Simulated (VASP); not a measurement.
Write the native input for VASP 6.6.1 that does the following.

```
Task                   : single point
Functional             : PBE
Potentials or basis    : VASP PAW PBE potentials, release 64 (Ti_sv, C)
Cutoff                 : 520 eV
k mesh                 : 6 × 6 × 6
Occupations            : gaussian, width 0.1 eV
Spin                   : collinear spin, ferromagnetic start
Starting moments       : [1.0, 0.0, 0.0, 0.0] μB
Dipole correction      : no
Further INCAR settings : ALGO = Normal; EDIFF = 1e-06; NBANDS = 24
```

The structure of TiC3 lies in POSCAR:

```
TiC3
1.0
    3.1981447539      0.0000000000      0.0000000000
    0.0000000000      3.1981447539      0.0000000000
    0.0000000000      0.0000000000      3.1981447539
Ti C
1 3
Direct
    0.5000000000      0.5000000000      0.5000000000
    0.5000000000      0.0000000000      0.0000000000
    0.0000000000      0.5000000000      0.0000000000
    0.0000000000      0.0000000000      0.5000000000
```

The input as run:

INCAR

```
PREC = Accurate ; ENCUT = 520
EDIFF = 1E-6 ; ISMEAR = 0
SIGMA = 0.1 ; LREAL = False
LASPH = True ; NELM = 150
ALGO = Normal ; ISIF = 2
LWAVE = False ; LCHARG = False
ISPIN = 2 ; MAGMOM = 1 0 0 0
LORBIT = 11 ; LMAXMIX = 4
GGA = PE ; NBANDS = 24
```

KPOINTS

```
regular mesh
0
Gamma
  6 6 6
```

Potentials or basis: VASP PAW PBE potentials, release 64 (Ti_sv, C).

Launch:

```sh
$ cat potpaw_PBE.64/Ti_sv/POTCAR potpaw_PBE.64/C/POTCAR > POTCAR
$ mpirun -np 1 vasp_std > vasp.out
```

Results of the run:

```yaml
Pressure: 0.5 GPa
Band_gap_on_the_k_mesh: zero (filled and empty bands overlap)
Net_moment: 0.00 μB per cell
Valence_electrons_inside_the_program's_atomic_spheres: Ti 10.41; C 2.20
```

It took 12 s on 1 thread of Intel(R) Xeon(R) 6975P-C (Granite Rapids), on a shared host, peak memory 0.16 GiB.
